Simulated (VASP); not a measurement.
Wanted: the native input for a VASP 6.6.1 run.

```
Task                    : single point
Functional              : LDA
Potentials or basis     : VASP PAW LDA potentials, release 64 (Zr_sv)
Cutoff                  : 520 eV
k mesh                  : 16 × 16 × 16
Occupations             : fermi-dirac, width 0.03 eV
Spin                    : no spin polarisation
Dipole correction       : no
k mesh for the DOS      : 24 × 24 × 24
Occupations for the DOS : tetrahedron
Further INCAR settings  : ALGO = Normal; EDIFF = 1e-07; NBANDS = 12
```

Zr:

```
CELL_PARAMETERS angstrom
-1.81000 1.81000 1.81000
1.81000 -1.81000 1.81000
1.81000 1.81000 -1.81000
ATOMIC_POSITIONS crystal
Zr 0.00000 0.00000 0.00000
```

This isn't the form of Zr at room conditions, which is hcp.

These files were run (other wordings do the same):

POSCAR

```
Zr
1.0
   -1.8100000000      1.8100000000      1.8100000000
    1.8100000000     -1.8100000000      1.8100000000
    1.8100000000      1.8100000000     -1.8100000000
Zr
1
Direct
    0.0000000000      0.0000000000      0.0000000000
```

INCAR.step1

```
PREC = Accurate ; ENCUT = 520
EDIFF = 1E-7 ; ISMEAR = -1
SIGMA = 0.03 ; LREAL = F
LASPH = T ; NELM = 60
ALGO = Normal ; ISIF = 2
LWAVE = F ; LCHARG = T
LMAXMIX = 4 ; GGA = CA
NBANDS = 12
```

KPOINTS.step1

```
Automatic mesh
0
Gamma
  16 16 16
```

INCAR.step2

```
PREC = Accurate ; ENCUT = 520
EDIFF = 1E-7 ; ISMEAR = -5
SIGMA = 0.03 ; LREAL = F
LASPH = T ; NELM = 60
ALGO = Normal ; ISIF = 2
LWAVE = F ; LCHARG = F
LMAXMIX = 4 ; GGA = CA
LORBIT = 10 ; NBANDS = 12
NEDOS = 1001 ; ICHARG = 11
```

KPOINTS.step2

```
Automatic mesh
0
Gamma
  24 24 24
```

Potentials or basis: VASP PAW LDA potentials, release 64 (Zr_sv).

Command:

```sh
$ cat potpaw_LDA.64/Zr_sv/POTCAR > POTCAR
$ cp INCAR.step1 INCAR
$ cp KPOINTS.step1 KPOINTS
$ mpirun -np 1 vasp_std > vasp.out
$ cp INCAR.step2 INCAR
$ cp KPOINTS.step2 KPOINTS
$ mpirun -np 1 vasp_std > vasp.out
```

It gave:

```
Valence electrons inside the program's atomic spheres : Zr 9.85
```

It took 110 s on 1 thread of Intel Xeon 8259CL (shared host), peak memory 0.25 GiB.
